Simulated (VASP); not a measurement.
# Yb (Im-3m) in VASP: further runs, part 2 of 2

VASP 6.6.1. The steps go on from the part before.

## 4. Single point, PBE (volume scaled by 0.75)

Input file INCAR:

```
PREC = Accurate
ENCUT = 520
EDIFF = 1E-7
ISMEAR = -1
SIGMA = 0.08
LREAL = F
LASPH = T
NELM = 100
ALGO = Normal
ISIF = 2
LWAVE = F
LCHARG = F
GGA = PE
NBANDS = 18
```

Input file KPOINTS:

```
Automatic mesh
0
Gamma
  14 14 14
```

Input file POSCAR:

```
Yb
1.0
   -1.8654953366      1.8654953366      1.8654953366
    1.8654953366     -1.8654953366      1.8654953366
    1.8654953366      1.8654953366     -1.8654953366
Yb
1
Direct
    0.0000000000      0.0000000000      0.0000000000
```

Potentials or basis: VASP PAW PBE potentials, release 64 (Yb).

The run is started by

```sh
$ cat potpaw_PBE.64/Yb/POTCAR > POTCAR
$ mpirun -np 1 vasp_std > vasp.out
```

OUTCAR:

```text
PREC = Accurate
   ENCUT = 520
   EDIFF = 1E-7
   ISMEAR = -1
   LREAL = F
   LASPH = T
   NELM = 100
   ISIF = 2
   GGA = PE

 ion  position               nearest neighbor table
   1  0.000  0.000  0.000-

  LATTYP: Found a body centered cubic cell.
 ALAT       =     3.7309906732

  Lattice vectors:

 A1 = (  -1.8654953366,   1.8654953366,   1.8654953366)
 A2 = (   1.8654953366,  -1.8654953366,   1.8654953366)
 A3 = (   1.8654953366,   1.8654953366,  -1.8654953366)

Analysis of symmetry for initial positions (statically):
=====================================================================
 Subroutine PRICEL returns:
 Original cell was already a primitive cell.

 Routine SETGRP: Setting up the symmetry group for a
 body centered cubic supercell.

 Subroutine GETGRP returns: Found 48 space group operations
 (whereof 48 operations were pure point group operations)
 out of a pool of 48 trial point group operations.

The static configuration has the point symmetry O_h .

Analysis of symmetry for dynamics (positions and initial velocities):
=====================================================================
 Subroutine PRICEL returns:
 Original cell was already a primitive cell.

 Routine SETGRP: Setting up the symmetry group for a
 body centered cubic supercell.

 Subroutine GETGRP returns: Found 48 space group operations
 (whereof 48 operations were pure point group operations)
 out of a pool of 48 trial point group operations.

The dynamic configuration has the point symmetry O_h .

 Subroutine INISYM returns: Found 48 space group operations
 (whereof 48 operations are pure point group operations),
 and found     1 'primitive' translations

----------------------------------------------------------------------------------------
[... 97 lines left out ...]
   ISIF   =      2    stress and relaxation
   ISYM   =      2    0-nonsym 1-usesym 2-fastsym
   POTIM  = 0.5000    time-step for ionic-motion
   TEBEG  =    0.0;   TEEND  =   0.0 temperature during run
   PSTRESS=    0.0 pullay stress
   NELECT =      24.0000    total number of electrons
   NUPDOWN=      -1.0000    fix difference up-down
   EMIN   =  10.00;   EMAX   =-10.00  energy-range for DOS
   EFERMI =   0.00;   METHOD = LEGACY
   ISMEAR =    -1;   SIGMA  =   0.08  broadening in eV -4-tet -1-fermi 0-gaus
   EFERMI_NEDOS =   21; number of points for ismear=-14 and -15
   IALGO  =     38    algorithm
   IMIX   =      4    mixing-type and parameters
     AMIX     =   0.40;   BMIX     =  1.00
     AMIX_MAG =   1.60;   BMIX_MAG =  1.00
  volume/ion in A,a.u.               =      25.97       175.24
  Fermi-wavevector in a.u.,A,eV,Ry     =   1.594646  3.013445 34.598219  2.542897
  Thomas-Fermi vector in A             =   2.692688
   LORBIT       =      0    0 simple, 1 ext, 2 COOP (PROOUT), +10 PAW based schemes
   GGA     = PE    functional components
   LHFCALC =     F    Hartree Fock is set to
   AEXX    =    0.0000 exact exchange contribution
   IVDW    =     0    specifies the selected vdW correction
   LEPSILON=     F    determine dielectric tensor
   LRPA    =     F    only Hartree local field effects (RPA)
 non-spin polarized calculation
  energy-cutoff  :      520.00
  volume of cell :       25.97
 maximum number of plane-waves:       716
   NGX = 13   NGY = 13   NGZ = 13

 number of electron      23.9999986 magnetization

 Free energy of the ion-electron system (eV)
  ---------------------------------------------------
  ext. energy  EPLUGINS =         0.00000000
  ---------------------------------------------------
  free energy    TOTEN  =        -3.38577412 eV

  energy without entropy =       -3.34761613  energy(sigma->0) =       -3.36669512

 E-fermi :   2.6676     XC(G=0): -10.9897

 val. band max:        2.6570937191   @ k =   0.2857   0.2143   0.1429
 cond. band min:       2.7012944538   @ k =  -0.3571   0.3571   0.3571
 fundamental gap:      0.0442007346
 Fermi energy:         2.6676183828

 k-point     1 :       0.0000    0.0000    0.0000
  band No.  band energies     occupation
      1     -48.8797      2.00000
      2     -20.7403      2.00000
      3     -20.7403      2.00000
      4     -20.7403      2.00000
      5      -3.0837      2.00000
      6       2.0301      1.99931
[... 481 lines left out ...]
      5       1.8722      1.99990
      6       2.0644      1.99894
[... 10 lines left out ...]
     17      11.0316      0.00000
     18      13.9480      0.00000

 [... further k-points ...]
[... 5 lines left out ...]
  --------------------------------------------------------------------------------------
  -------------------------------------------------------------------------------------
  Total        1.6427328      1.6427328      1.6427328     -0.0000000      0.0000000     -0.0000000
  in kB      101.3526288    101.3526288    101.3526288     -0.0000000      0.0000000     -0.0000000
  external PRESSURE =     101.3526288 kB  Pullay stress =       0.0000000 kB

 VOLUME and BASIS-vectors are now :
 -----------------------------------------------------------------------------
  energy-cutoff  :      520.00
  volume of cell :       25.97
      direct lattice vectors                 reciprocal lattice vectors
    -1.865495337  1.865495337  1.865495337     0.000000000  0.268025328  0.268025328
     1.865495337 -1.865495337  1.865495337     0.268025328  0.000000000  0.268025328
     1.865495337  1.865495337 -1.865495337     0.268025328  0.268025328  0.000000000

 POSITION                                       TOTAL-FORCE (eV/Angst)
 -----------------------------------------------------------------------------------
      0.00000      0.00000      0.00000         0.000000      0.000000      0.000000
 -----------------------------------------------------------------------------------
    total drift:                                0.000000      0.000000      0.000000

  FREE ENERGIE OF THE ION-ELECTRON SYSTEM (eV)
  ---------------------------------------------------
  free  energy   TOTEN  =        -3.3857741194 eV

  energy  without entropy=       -3.3476161303  energy(sigma->0) =       -3.36669512
```

OSZICAR:

```text
N       E                     dE             d eps       ncg     rms          rms(c)
DAV:   1     0.107616022378E+03    0.10762E+03   -0.86393E+03  4722   0.922E+03
DAV:   2     0.106808223665E+02   -0.96935E+02   -0.93603E+02  4662   0.558E+02
DAV:   3    -0.960634326317E+00   -0.11641E+02   -0.11431E+02  5306   0.117E+02
[... 17 lines left out ...]
DAV:  21    -0.338577567544E+01   -0.25343E-06   -0.18120E-05  6858   0.319E-02    0.679E-02
DAV:  22    -0.338577534423E+01    0.33120E-06   -0.42560E-06  5452   0.842E-02    0.435E-02
DAV:  23    -0.338577459546E+01    0.74877E-06   -0.69915E-07  5342   0.240E-02    0.285E-02
DAV:  24    -0.338577414844E+01    0.44702E-06   -0.52832E-07  5154   0.105E-02    0.111E-02
DAV:  25    -0.338577411942E+01    0.29021E-07   -0.10537E-07  3676   0.212E-03
   1 F= -.33857741E+01 E0= -.33666951E+01  d E =-.381580E-01
```

stdout:

```text
POSCAR found type information on POSCAR Yb
 POSCAR found :  1 types and       1 ions
 scaLAPACK will be used
 LDA part: xc-table for (Slater+PW92), standard interpolation
 POSCAR, INCAR and KPOINTS ok, starting setup
 FFT: planning ... GRIDC
 FFT: planning ... GRID_SOFT
 FFT: planning ... GRID
 WAVECAR not read
 entering main loop
```

Run time: 28 s. Hardware: 1 thread of Intel Xeon 6975P-C (Granite Rapids), shared host; peak memory 0.19 GiB.

What came out:

```
Free energy            : -3.3858 eV
Pressure               : 10.1 GPa
Band gap on the k mesh : zero (band 12 reaches 3.12 eV, above the bottom of band 13 at 2.29 eV)
```

Caveat: spin-orbit coupling is left out, which moves the levels of the heavy elements. Spin polarisation is off, so any magnetic state and its effect on volume and gap are missing.

## 5. Single point, PBE (volume scaled by 0.75, source ansatz)

Input file INCAR:

```
SYSTEM = Yb
ALGO = Normal ; EDIFF = 1E-6
ENCUT = 520 ; GGA = PE
ISIF = 2 ; ISMEAR = -1
LASPH = .TRUE. ; LCHARG = .FALSE.
LREAL = .FALSE. ; LWAVE = .FALSE.
NBANDS = 18 ; NELM = 80
PREC = Accurate ; SIGMA = 0.08
```

Input file KPOINTS:

```
k-points
0
G
  14 14 14
  0 0 0
```

POSCAR is that of step 4.

Potentials or basis: VASP PAW PBE potentials, release 64 (Yb).

The run is started by

```sh
$ cat potpaw_PBE.64/Yb/POTCAR > POTCAR
$ mpirun -np 1 vasp_std > vasp.out
```

OUTCAR:

```text
SYSTEM = Yb
   EDIFF = 1E-6
   ENCUT = 520
   GGA = PE
   ISIF = 2
   ISMEAR = -1
   LASPH = .TRUE.
   LREAL = .FALSE.
   NELM = 80
   PREC = Accurate

 ion  position               nearest neighbor table
   1  0.000  0.000  0.000-

  LATTYP: Found a body centered cubic cell.
 ALAT       =     3.7309906732

  Lattice vectors:

 A1 = (  -1.8654953366,   1.8654953366,   1.8654953366)
 A2 = (   1.8654953366,  -1.8654953366,   1.8654953366)
 A3 = (   1.8654953366,   1.8654953366,  -1.8654953366)

Analysis of symmetry for initial positions (statically):
=====================================================================
 Subroutine PRICEL returns:
 Original cell was already a primitive cell.

 Routine SETGRP: Setting up the symmetry group for a
 body centered cubic supercell.

 Subroutine GETGRP returns: Found 48 space group operations
 (whereof 48 operations were pure point group operations)
 out of a pool of 48 trial point group operations.

The static configuration has the point symmetry O_h .

Analysis of symmetry for dynamics (positions and initial velocities):
[... 144 lines left out ...]
   NGX = 13   NGY = 13   NGZ = 13

 number of electron      23.9999986 magnetization

 Free energy of the ion-electron system (eV)
  ---------------------------------------------------
  ext. energy  EPLUGINS =         0.00000000
  ---------------------------------------------------
  free energy    TOTEN  =        -3.38577533 eV

  energy without entropy =       -3.34755091  energy(sigma->0) =       -3.36666312

 E-fermi :   2.6681     XC(G=0): -10.9897

 val. band max:        2.6572858047   @ k =   0.2857   0.2143   0.1429
 cond. band min:       2.7017390740   @ k =  -0.3571   0.3571   0.3571
 fundamental gap:      0.0444532692
 Fermi energy:         2.6681470986

 k-point     1 :       0.0000    0.0000    0.0000
  band No.  band energies     occupation
      1     -48.8789      2.00000
      2     -20.7399      2.00000
      3     -20.7399      2.00000
      4     -20.7399      2.00000
      5      -3.0836      2.00000
      6       2.0309      1.99931
[... 481 lines left out ...]
      5       1.8727      1.99990
      6       2.0651      1.99894
[... 10 lines left out ...]
     17      11.0320      0.00000
     18      13.9482      0.00000

 [... further k-points ...]
[... 5 lines left out ...]
  --------------------------------------------------------------------------------------
  -------------------------------------------------------------------------------------
  Total        1.6153989      1.6153989      1.6153989      0.0000000      0.0000000      0.0000000
  in kB       99.6661947     99.6661947     99.6661947      0.0000000      0.0000000      0.0000000
  external PRESSURE =      99.6661947 kB  Pullay stress =       0.0000000 kB

 VOLUME and BASIS-vectors are now :
 -----------------------------------------------------------------------------
  energy-cutoff  :      520.00
  volume of cell :       25.97
      direct lattice vectors                 reciprocal lattice vectors
    -1.865495337  1.865495337  1.865495337     0.000000000  0.268025328  0.268025328
     1.865495337 -1.865495337  1.865495337     0.268025328  0.000000000  0.268025328
     1.865495337  1.865495337 -1.865495337     0.268025328  0.268025328  0.000000000

 POSITION                                       TOTAL-FORCE (eV/Angst)
 -----------------------------------------------------------------------------------
      0.00000      0.00000      0.00000        -0.000000     -0.000000     -0.000000
 -----------------------------------------------------------------------------------
    total drift:                               -0.000000      0.000000     -0.000000

  FREE ENERGIE OF THE ION-ELECTRON SYSTEM (eV)
  ---------------------------------------------------
  free  energy   TOTEN  =        -3.3857753305 eV

  energy  without entropy=       -3.3475509079  energy(sigma->0) =       -3.36666312
```

stdout:

```text
POSCAR found type information on POSCAR Yb
 POSCAR found :  1 types and       1 ions
 scaLAPACK will be used
 LDA part: xc-table for (Slater+PW92), standard interpolation
 POSCAR, INCAR and KPOINTS ok, starting setup
 FFT: planning ... GRIDC
 FFT: planning ... GRID_SOFT
 FFT: planning ... GRID
 WAVECAR not read
 entering main loop
```

It took 25 s on 1 thread of Intel Xeon 6975P-C (Granite Rapids), shared host; peak memory 0.18 GiB.

What came out:

* Free energy: -3.3858 eV
* Pressure: 10.0 GPa
* Band gap on the k mesh: zero (band 12 reaches 3.12 eV, above the bottom of band 13 at 2.29 eV)

Levels at points of the mesh, in eV from the Fermi level:
| k point | band 8 | band 9 | band 10 | band 11 | band 12 | band 13 | band 14 | band 15 | band 16 | band 17 |
| --- | --- | --- | --- | --- | --- | --- | --- | --- | --- | --- |
| (0.00, 0.00, 0.00) | -0.64 | -0.40 | -0.40 | -0.40 | -0.35 | 3.27 | 3.27 | 3.27 | 5.81 | 5.81 |
| (0.50, 0.00, 0.00) | -0.55 | -0.45 | -0.44 | -0.41 | -0.38 | 1.09 | 1.80 | 5.73 | 6.92 | 9.62 |
| (0.50, 0.50, 0.50) | -0.54 | -0.54 | -0.54 | -0.38 | -0.38 | -0.38 | 7.56 | 7.56 | 7.56 | 8.68 |

Caveat: spin-orbit coupling is left out, which moves the levels of the heavy elements.

## 6. Overview

```tsv
cell	k mesh	gap on the mesh (eV)	pressure (GPa)
a = 3.081 Å, angles 109.5°, 1 atom	14 × 14 × 14	none	18.2
a = 3.081 Å, angles 109.5°, 1 atom	14 × 14 × 14, shifted	none	19.4
a = 3.231 Å, angles 109.5°, 1 atom	14 × 14 × 14	none	10.0
```

Alike in all rows: task single point; level PBE; potentials or basis VASP PAW PBE potentials, release 64 (Yb); no spin polarisation; cutoff (eV) 520; smearing fermi-dirac 0.08 eV.

Caveats: spin-orbit coupling is left out, which moves the levels of the heavy elements.

Absolute energies hang on the potentials; compare differences alone.
